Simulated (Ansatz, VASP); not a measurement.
## One calculation of La3In, two programs

```xyz
4
Lattice="5.0854 0.0000 0.0000 0.0000 5.0854 0.0000 0.0000 0.0000 4.9837" Properties=species:S:1:pos:R:3 pbc="T T T"
La    0.0000    2.5427    2.4918
La    2.5427    0.0000    2.4918
La    2.5427    2.5427    0.0000
In    0.0000    0.0000    0.0000
```

Change from the starting cell: zz strain of -2 %.

Alike in both runs: task single point; functional PBEsol; k mesh 7 × 7 × 7; occupations fermi-dirac, width 0.05 eV; no spin polarisation.

|  | VASP | Ansatz |
| --- | --- | --- |
| version | VASP 6.6.1 | Ansatz 0.2.0 |
| potentials or method | VASP PAW PBE potentials, release 64 (La, In_d), cutoff 520 eV | all-electron LAPW, scalar-relativistic |

```csv
,VASP,Ansatz,Ansatz less VASP
pressure (GPa),-2.0,-1.9,+0.02
"traceless stress, the component that is largest in VASP (GPa)",0.35,0.35,0.000
```

VASP's potentials were made for PBE, not for PBEsol. Ansatz ran all-electron here, and VASP with PAW potentials.

Spin-orbit coupling is off throughout.
